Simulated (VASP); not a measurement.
# Na (P6/mmm) in VASP: a series of runs

Runs on Na. Level: PBE. Tasks: relaxation of cell and atoms.

Program: VASP 6.6.1. These are calculated values, not measurements. Logs are shortened: lines on timing, memory, paths and dates and some standing lists are left out, and cuts for length are marked.

### Step 1. The cell of the first run

Symmetry: P6/mmm, No. 191, hexagonal system. Conventional cell: a = 3.205 Å, b = 3.205 Å, c = 2.975 Å, α = 90.00°, β = 90.00°, γ = 120.00°. Within 3.9 Å of Na (site symmetry 6/mmm) lie 8 Na at 2.98 to 3.21 Å.

### Step 2. Relaxation of cell and atoms, PBE, target pressure 5.1 GPa, at which the enthalpy is minimised

INCAR

```
PREC = Accurate
ENCUT = 600
EDIFF = 1E-6
ISMEAR = -1
SIGMA = 0.1
LREAL = False
LASPH = True
NELM = 80
ALGO = Normal
ISIF = 3
LWAVE = False
LCHARG = False
GGA = PE
IBRION = 2
NSW = 32
EDIFFG = -0.005
PSTRESS = 51.0
```

KPOINTS

```
regular mesh
0
Gamma
  14 14 13
```

POSCAR

```
Na
1.0
    3.2050993607      0.0000000000      0.0000000000
   -1.6025496804      2.7756974680      0.0000000000
    0.0000000000      0.0000000000      2.9752584622
Na
1
Direct
    0.0000000000      0.0000000000      0.0000000000
```

Potentials or basis: VASP PAW PBE potentials, release 64 (Na_pv).

The run is started by

```sh
$ cat potpaw_PBE.64/Na_pv/POTCAR > POTCAR
$ mpirun -np 1 vasp_std > vasp.out
```

OUTCAR:

```text
PREC = Accurate
   ENCUT = 600
   EDIFF = 1E-6
   ISMEAR = -1
   LREAL = False
   LASPH = True
   NELM = 80
   ISIF = 3
   GGA = PE
   IBRION = 2
   NSW = 32
   EDIFFG = -0.005
   PSTRESS = 51.0

 ion  position               nearest neighbor table
   1  0.000  0.000  0.000-

  LATTYP: Found a hexagonal cell.
 ALAT       =     3.2050993607
 C/A-ratio  =     0.9282889943

  Lattice vectors:

 A1 = (   3.2050993607,   0.0000000000,   0.0000000000)
 A2 = (  -1.6025496804,   2.7756974680,   0.0000000000)
 A3 = (   0.0000000000,   0.0000000000,   2.9752584622)

Analysis of symmetry for initial positions (statically):
=====================================================================
 Subroutine PRICEL returns:
 Original cell was already a primitive cell.

 Routine SETGRP: Setting up the symmetry group for a
 hexagonal supercell.

 Subroutine GETGRP returns: Found 24 space group operations
 (whereof 24 operations were pure point group operations)
 out of a pool of 24 trial point group operations.

The static configuration has the point symmetry D_6h.

Analysis of symmetry for dynamics (positions and initial velocities):
=====================================================================
 Subroutine PRICEL returns:
 Original cell was already a primitive cell.

 Routine SETGRP: Setting up the symmetry group for a
 hexagonal supercell.

 Subroutine GETGRP returns: Found 24 space group operations
 (whereof 24 operations were pure point group operations)
 out of a pool of 24 trial point group operations.

The dynamic configuration has the point symmetry D_6h.

 Subroutine INISYM returns: Found 24 space group operations
 (whereof 24 operations are pure point group operations),
 and found     1 'primitive' translations

----------------------------------------------------------------------------------------

                                     Primitive cell

  volume of cell :      26.4690

  direct lattice vectors                    reciprocal lattice vectors
     3.205099361  0.000000000  0.000000000     0.312002808  0.180134905  0.000000000
    -1.602549680  2.775697468  0.000000000     0.000000000  0.360269810  0.000000000
     0.000000000  0.000000000  2.975258462     0.000000000  0.000000000  0.336105254

  length of vectors
     3.205099361  3.205099361  2.975258462     0.360269810  0.360269810  0.336105254

  position of ions in fractional coordinates (direct lattice)
     0.000000000  0.000000000  0.000000000

  ion indices of the primitive-cell ions
   primitive index   ion index
                 1           1

----------------------------------------------------------------------------------------

 KPOINTS: regular mesh

Automatic generation of k-mesh.
 Grid dimensions read from file:
 generate k-points for:   14   14   13

 Generating k-lattice:

  Cartesian coordinates                     Fractional coordinates (reciprocal lattice)
     0.022285915  0.012866779  0.000000000     0.071428571  0.000000000  0.000000000
     0.000000000  0.025733558  0.000000000     0.000000000  0.071428571  0.000000000
     0.000000000  0.000000000  0.025854250     0.000000000  0.000000000  0.076923077

  Length of vectors
     0.025733558  0.025733558  0.025854250

  Shift w.r.t. Gamma in fractional coordinates (k-lattice)
     0.000000000  0.000000000  0.000000000

 Subroutine IBZKPT returns following result:
 ===========================================

 Found    168 irreducible k-points:

 Following reciprocal coordinates:
            Coordinates               Weight
  0.000000  0.000000  0.000000      1.000000
  0.071429 -0.000000  0.000000      6.000000
  0.142857 -0.000000  0.000000      6.000000
  0.214286 -0.000000  0.000000      6.000000
  0.285714  0.000000  0.000000      6.000000
  0.357143  0.000000  0.000000      6.000000
[... 16 lines left out ...]
  0.285714  0.285714  0.000000      6.000000
  0.357143  0.285714  0.000000      6.000000
 [... further k-points ...]
   k-points           NKPTS =    168   k-points in BZ     NKDIM =    168   number of bands    NBANDS=      7
   number of dos      NEDOS =    301   number of ions     NIONS =      1
   total plane-waves  NPLWV =  18816
   dimension x,y,z NGX =    28 NGY =   28 NGZ =   24
   dimension x,y,z NGXF=    56 NGYF=   56 NGZF=   48
   ions per type =               1
   NGX,Y,Z   is equivalent  to a cutoff of  14.52, 14.52, 13.41 a.u.
   NGXF,Y,Z  is equivalent  to a cutoff of  29.05, 29.05, 26.82 a.u.
 SYSTEM =  unknown system
   PREC   = accura    normal or accurate (medium, high low for compatibility)
   ISTART =      0    job   : 0-new  1-cont  2-samecut
   ICHARG =      2    charge: 1-file 2-atom 10-const
   ISPIN  =      1    spin polarized calculation?
   LNONCOLLINEAR =      F non collinear calculations
   LSORBIT =      F    spin-orbit coupling
   LASPH  =      T    aspherical Exc in radial PAW
   ENCUT  =  600.0 eV  44.10 Ry    6.64 a.u.   6.40  6.40  5.94*2*pi/ulx,y,z
   NELM   =     80;   NELMIN=  2; NELMDL= -5     # of ELM steps
   EDIFF  = 0.1E-05   stopping-criterion for ELM
   LREAL  =      F    real-space projection
   EDIFFG = -.5E-02   stopping-criterion for IOM
   NSW    =     32    number of steps for IOM
   IBRION =      2    ionic relax: 0-MD 1-quasi-New 2-CG
   NFREE  =      1    steps in history (QN), initial steepest desc. (CG)
   ISIF   =      3    stress and relaxation
   ISYM   =      2    0-nonsym 1-usesym 2-fastsym
   POTIM  = 0.5000    time-step for ionic-motion
   TEBEG  =    0.0;   TEEND  =   0.0 temperature during run
   PSTRESS=   51.0 pullay stress
   NELECT =       7.0000    total number of electrons
   NUPDOWN=      -1.0000    fix difference up-down
   EMIN   =  10.00;   EMAX   =-10.00  energy-range for DOS
   EFERMI =   0.00;   METHOD = LEGACY
   ISMEAR =    -1;   SIGMA  =   0.10  broadening in eV -4-tet -1-fermi 0-gaus
   EFERMI_NEDOS =   21; number of points for ismear=-14 and -15
   IALGO  =     38    algorithm
   IMIX   =      4    mixing-type and parameters
     AMIX     =   0.40;   BMIX     =  1.00
     AMIX_MAG =   1.60;   BMIX_MAG =  1.00
  volume/ion in A,a.u.               =      26.47       178.62
  Fermi-wavevector in a.u.,A,eV,Ry     =   1.050819  1.985761 15.023843  1.104221
  Thomas-Fermi vector in A             =   2.185838
   LORBIT       =      0    0 simple, 1 ext, 2 COOP (PROOUT), +10 PAW based schemes
   GGA     = PE    functional components
   LHFCALC =     F    Hartree Fock is set to
   AEXX    =    0.0000 exact exchange contribution
   IVDW    =     0    specifies the selected vdW correction
   LEPSILON=     F    determine dielectric tensor
   LRPA    =     F    only Hartree local field effects (RPA)
 conjugate gradient relaxation of ions
 non-spin polarized calculation
  energy-cutoff  :      600.00
  volume of cell :       26.47
 maximum number of plane-waves:       900
 NGX is ok and might be reduce to    28
   NGX = 13   NGY = 13   NGZ = 11

--------------------------------------- Ionic step        1  -------------------------------------------

 number of electron       6.9999993 magnetization

 Free energy of the ion-electron system (eV)
  ---------------------------------------------------
  ext. energy  EPLUGINS =         0.00000000
  ---------------------------------------------------
  free energy    TOTEN  =        -1.11052843 eV

  energy without entropy =       -1.09769331  energy(sigma->0) =       -1.10411087

------------------------ aborting loop because EDIFF is reached ----------------------------------------

  FORCE on cell =-STRESS in cart. coord.  units (eV):
  Direction    XX          YY          ZZ          XY          YZ          ZX
  --------------------------------------------------------------------------------------
  -------------------------------------------------------------------------------------
  Total        0.8300796      0.8300796      0.8312645     -0.0000000     -0.0000000      0.0000000
  in kB       50.2449024     50.2449024     50.3166211     -0.0000000     -0.0000000      0.0000000
  external PRESSURE =      -0.7311913 kB  Pullay stress =      51.0000000 kB
[... 59 lines left out ...]
  enthalpy is  TOTEN    =        -0.2679628164 eV   P V=        0.8410821748

--------------------------------------- Ionic step        3  -------------------------------------------

 number of electron       6.9999993 magnetization

 Free energy of the ion-electron system (eV)
  ---------------------------------------------------
  ext. energy  EPLUGINS =         0.00000000
  ---------------------------------------------------
  free energy    TOTEN  =        -1.10979124 eV

  energy without entropy =       -1.09696190  energy(sigma->0) =       -1.10337657

 E-fermi :   1.5235     XC(G=0):  -7.4547

 val. band max:        1.4440397365   @ k =   0.3571   0.0714   0.2308
 cond. band min:       1.5281537670   @ k =   0.2857   0.2143   0.1538
 fundamental gap:      0.0841140305
 Fermi energy:         1.5234821380

 k-point     1 :       0.0000    0.0000    0.0000
  band No.  band energies     occupation
      1     -23.3623      2.00000
      2     -23.3623      2.00000
      3     -23.3503      2.00000
      4      -2.5382      2.00000
      5      12.0070      0.00000
      6      14.1114      0.00000
      7      14.5443      0.00000
[... 221 lines left out ...]
 k-point    24 :       0.3571    0.2857    0.0000
  band No.  band energies     occupation
      1     -23.4601      2.00000
      2     -23.4402      2.00000
      3     -23.3354      2.00000
      4       3.0082      0.00000
      5       3.5695      0.00000
      6       5.4503      0.00000
      7      18.0054      0.00000

 [... further k-points ...]

------------------------ aborting loop because EDIFF is reached ----------------------------------------

  FORCE on cell =-STRESS in cart. coord.  units (eV):
  Direction    XX          YY          ZZ          XY          YZ          ZX
  --------------------------------------------------------------------------------------
  -------------------------------------------------------------------------------------
  Total        0.8458352      0.8458352      0.8459711     -0.0000000      0.0000000      0.0000000
  in kB       51.2431617     51.2431617     51.2513903     -0.0000000      0.0000000      0.0000000
  external PRESSURE =       0.2459046 kB  Pullay stress =      51.0000000 kB
[... 16 lines left out ...]
  FREE ENERGIE OF THE ION-ELECTRON SYSTEM (eV)
  ---------------------------------------------------
  free  energy   TOTEN  =        -1.1097912392 eV

  energy  without entropy=       -1.0969618994  energy(sigma->0) =       -1.10337657

  enthalpy is  TOTEN    =        -0.2679697028 eV   P V=        0.8418215365

 reached required accuracy - stopping structural energy minimisation
```

Wall time 46 s (1 thread of Intel Xeon Platinum 8259CL at 2.50GHz (Skylake/Cascade Lake), shared host); peak memory 0.16 GiB.

What came out:

```yaml
Free_energy: -1.1098 eV
Relaxed_volume: 26.45 Å³/atom
Relaxed_cell: a = 3.204 Å, b = 3.204 Å, c = 2.974 Å, α = 90.00°, β = 90.00°, γ = 120.00°
Space_group_after_relaxing_to_0.05_Å: P6/mmm (No. 191)
Energy_change_on_relaxing_the_enthalpy_is_what_falls: +0.7 meV/atom
Ionic_steps: 3
Pressure_after_relaxing: 5.1 GPa
```

The path:
```csv
step,energy change (eV),largest force (eV/Å),pressure (GPa),volume (Å³)
1,0.0000,0.0000,5.03,26.47
2,0.0015,0.0000,5.17,26.42
3,0.0007,0.0000,5.12,26.45
```

Final structure:
```xyz
1
Lattice="3.2041 0.0000 0.0000 -1.6021 2.7749 0.0000 0.0000 0.0000 2.9745" Properties=species:S:1:pos:R:3 pbc="T T T"
Na    0.0000    0.0000    2.9745
```

Levels at points of the mesh, in eV from the Fermi level:
| k point | band 1 | band 2 | band 3 | band 4 | band 5 | band 6 | band 7 |
| --- | --- | --- | --- | --- | --- | --- | --- |
| (0.00, 0.00, 0.00) | -24.89 | -24.89 | -24.87 | -4.06 | 10.48 | 12.59 | 13.02 |
| (0.50, 0.00, 0.00) | -25.01 | -24.91 | -24.86 | 0.44 | 1.21 | 9.57 | 10.24 |

Caveat: the cell is relaxed towards a set pressure, so the enthalpy falls and the energy may rise.

### Step 3. Relaxation of cell and atoms, PBE, target pressure 5.1 GPa, at which the enthalpy is minimised

This run uses another cell than the first one, of 26.69 Å³/atom, 1.009 times its volume.

INCAR

```
SYSTEM = Na
  ALGO = Normal
  EDIFF = 1E-6
  EDIFFG = -0.005
  ENCUT = 600
  GGA = PE
  IBRION = 2
  ISIF = 3
  ISMEAR = -1
  LASPH = .TRUE.
  LCHARG = .FALSE.
  LREAL = .FALSE.
  LWAVE = .FALSE.
  NELM = 60
  NSW = 60
  PREC = Accurate
  PSTRESS = 51.0
  SIGMA = 0.1
```

KPOINTS

```
k-points
0
G
  14 14 13
  0 0 0
```

POSCAR

```
Na
1.0
    3.2007734679      0.0000000000      0.0000000000
   -1.6003867340      2.7719511350      0.0000000000
    0.0000000000      0.0000000000      3.0087270598
Na
1
Direct
    0.0000000000      0.0000000000      0.0000000000
```

Potentials or basis: VASP PAW PBE potentials, release 64 (Na_pv).

The run is started by

```sh
$ cat potpaw_PBE.64/Na_pv/POTCAR > POTCAR
$ mpirun -np 1 vasp_std > vasp.out
```

OUTCAR:

```text
SYSTEM = Na
   EDIFF = 1E-6
   EDIFFG = -0.005
   ENCUT = 600
   GGA = PE
   IBRION = 2
   ISIF = 3
   ISMEAR = -1
   LASPH = .TRUE.
   LREAL = .FALSE.
   NELM = 60
   NSW = 60
   PREC = Accurate
   PSTRESS = 51.0

 ion  position               nearest neighbor table
   1  0.000  0.000  0.000-

  LATTYP: Found a hexagonal cell.
 ALAT       =     3.2007734679
 C/A-ratio  =     0.9400000000

  Lattice vectors:

 A1 = (   3.2007734679,   0.0000000000,   0.0000000000)
 A2 = (  -1.6003867340,   2.7719511350,   0.0000000000)
 A3 = (   0.0000000000,   0.0000000000,   3.0087270598)

Analysis of symmetry for initial positions (statically):
=====================================================================
 Subroutine PRICEL returns:
 Original cell was already a primitive cell.

 Routine SETGRP: Setting up the symmetry group for a
 hexagonal supercell.

 Subroutine GETGRP returns: Found 24 space group operations
 (whereof 24 operations were pure point group operations)
 out of a pool of 24 trial point group operations.

The static configuration has the point symmetry D_6h.

Analysis of symmetry for dynamics (positions and initial velocities):
[... 165 lines left out ...]
  -------------------------------------------------------------------------------------
  Total        0.8413934      0.8413934      0.7400773     -0.0000000      0.0000000      0.0000000
  in kB       50.4994202     50.4994202     44.4185497     -0.0000000      0.0000000      0.0000000
  external PRESSURE =      -2.5275367 kB  Pullay stress =      51.0000000 kB
[... 172 lines left out ...]
--------------------------------------- Ionic step        6  -------------------------------------------

 number of electron       6.9999993 magnetization

 Free energy of the ion-electron system (eV)
  ---------------------------------------------------
  ext. energy  EPLUGINS =         0.00000000
  ---------------------------------------------------
  free energy    TOTEN  =        -1.11054247 eV

  energy without entropy =       -1.09770713  energy(sigma->0) =       -1.10412480

 E-fermi :   1.5198     XC(G=0):  -7.4521

 val. band max:        1.4402816161   @ k =   0.3571   0.0714   0.2308
 cond. band min:       1.5242308048   @ k =   0.2857   0.2143   0.1538
 fundamental gap:      0.0839491887
 Fermi energy:         1.5197947789

 k-point     1 :       0.0000    0.0000    0.0000
  band No.  band energies     occupation
      1     -23.3662      2.00000
      2     -23.3662      2.00000
      3     -23.3542      2.00000
      4      -2.5396      2.00000
      5      12.0003      0.00000
      6      14.1032      0.00000
      7      14.5334      0.00000
[... 221 lines left out ...]
 k-point    24 :       0.3571    0.2857    0.0000
  band No.  band energies     occupation
      1     -23.4636      2.00000
      2     -23.4438      2.00000
      3     -23.3393      2.00000
      4       3.0036      0.00000
      5       3.5644      0.00000
      6       5.4427      0.00000
      7      17.9963      0.00000

 [... further k-points ...]

------------------------ aborting loop because EDIFF is reached ----------------------------------------

  FORCE on cell =-STRESS in cart. coord.  units (eV):
  Direction    XX          YY          ZZ          XY          YZ          ZX
  --------------------------------------------------------------------------------------
  -------------------------------------------------------------------------------------
  Total        0.8459618      0.8459618      0.8459934     -0.0000000     -0.0000000      0.0000000
  in kB       51.2064521     51.2064521     51.2083688     -0.0000000     -0.0000000      0.0000000
  external PRESSURE =       0.2070910 kB  Pullay stress =      51.0000000 kB
[... 20 lines left out ...]
  energy  without entropy=       -1.0977071258  energy(sigma->0) =       -1.10412480

  enthalpy is  TOTEN    =        -0.2679914210 eV   P V=        0.8425510535

 reached required accuracy - stopping structural energy minimisation
```

Wall time 93 s (1 thread of Intel Xeon Platinum 8259CL at 2.50GHz (Skylake/Cascade Lake), shared host); peak memory 0.16 GiB.

Results:

* Free energy: -1.1105 eV
* Relaxed volume: 26.47 Å³/atom
* Relaxed cell: a = 3.205 Å, b = 3.205 Å, c = 2.975 Å, α = 90.00°, β = 90.00°, γ = 120.00°
* Space group after relaxing (to 0.05 Å): P6/mmm (No. 191)
* Energy change on relaxing (the enthalpy is what falls): +6.6 meV/atom
* Ionic steps: 6
* Pressure after relaxing: 5.1 GPa

Step by step:
| step | energy change (eV) | largest force (eV/Å) | pressure (GPa) | volume (Å³) |
| --- | --- | --- | --- | --- |
| 1 | 0.0000 | 0.0000 | 4.85 | 26.69 |
| 2 | 0.0048 | 0.0000 | 5.08 | 26.53 |
| 3 | 0.0080 | 0.0000 | 5.16 | 26.43 |
| 4 | 0.0092 | 0.0000 | 5.19 | 26.39 |
| 5 | 0.0076 | 0.0000 | 5.14 | 26.44 |
| 6 | 0.0066 | 0.0000 | 5.12 | 26.47 |

Final structure:
```xyz
1
Lattice="3.2052 0.0000 0.0000 -1.6026 2.7758 0.0000 0.0000 0.0000 2.9751" Properties=species:S:1:pos:R:3 pbc="T T T"
Na    0.0000    0.0000    0.0000
```

Levels at points of the mesh, in eV from the Fermi level:
```csv
k point,band 2,band 3,band 4,band 5,band 6,band 7
"(0.00, 0.00, 0.00)",-24.89,-24.87,-4.06,10.48,12.58,13.01
"(0.50, 0.00, 0.00)",-24.91,-24.86,0.44,1.21,9.57,10.23
```

Caveat: the cell is relaxed towards a set pressure, so the enthalpy falls and the energy may rise.
